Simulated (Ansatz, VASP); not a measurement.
Al: VASP beside Ansatz

Contents of INCAR:

```
PREC = Accurate ; ENCUT = 600
EDIFF = 1E-7 ; ISMEAR = 0
SIGMA = 0.1 ; LREAL = False
LASPH = True ; NELM = 60
ALGO = Normal ; ISIF = 3
LWAVE = False ; LCHARG = False
GGA = PE ; IBRION = 2
NSW = 90 ; EDIFFG = -0.04
```

File KPOINTS:

```
Automatic mesh
0
Gamma
  4 4 6
```

File POSCAR:

```
Al
1.0
    4.4756879100      0.0000000000      0.0000000000
    0.0000000000      4.3574779900      0.0000000000
   -1.1460500900      0.0000000000      3.3961169600
Al
4
Direct
    0.8329660100      0.6941230300      0.6812949800
    0.1670339900      0.6941230300      0.8187050200
    0.1670339900      0.3058769700      0.3187050200
    0.8329660100      0.3058769700      0.1812949800
```

Input for Ansatz:

```yaml
crystal:
  lattice:
    - [4.47568791, 0.0, 0.0]
    - [0.0, 4.35747799, 0.0]
    - [-1.14605009, 0.0, 3.39611696]
  atoms:
    - { symbol: Al, position: [0.83296601, 0.69412303, 0.68129498] }
    - { symbol: Al, position: [0.16703399, 0.69412303, 0.81870502] }
    - { symbol: Al, position: [0.16703399, 0.30587697, 0.31870502] }
    - { symbol: Al, position: [0.83296601, 0.30587697, 0.18129498] }
basis:
  ecutwfc: 420
kpoints:
  mp_grid: { grid: [4, 4, 6] }
hamiltonian:
  xc: pbe
scf:
  occupations: { method: gaussian, width: 0.1 }
  lower_state_search: "off"
output:
  forces: true
  stress: true
  eigenvalues: true
relax:
  adjacent_minimum: "off"
  f_tol: 0.04
  max_steps: 70
  cell: { stress_tol: 0.4 }
```

Alike in both runs: task relaxation of cell and atoms; functional PBE; k mesh 4 × 4 × 6; occupations gaussian, width 0.1 eV; no spin polarisation.

```csv
,VASP,Ansatz
version,VASP 6.6.1,Ansatz 0.2.0
potentials or method,"VASP PAW PBE potentials, release 64 (Al), cutoff 600 eV","scalar-relativistic, plane waves, PAW"
valence electrons in the cell,12,12
```

Ansatz gave:

| Item | Value |
| --- | --- |
| gap on the k mesh at the Fermi level, each at its own relaxed structure (eV) | none |
| relaxed volume (Å³/atom) | 16.66 |
| relaxed cell length with the largest relative difference (Å) | 4.238 |

Q: Estimate VASP's values.

A: gap on the k mesh at the Fermi level, each at its own relaxed structure (eV): none; relaxed volume (Å³/atom): 31.76; relaxed cell length with the largest relative difference (Å): 9.528.

A gap of «none» marks a metal or a gap that the smearing closes. One of these differences is far larger than is usual between the two programs; its cause wasn't traced.

The k mesh is coarse, so the values compare programs but aren't converged. Noted on VASP's run: the volume moved by over 15 % at a fixed basis, so the end points are rough.
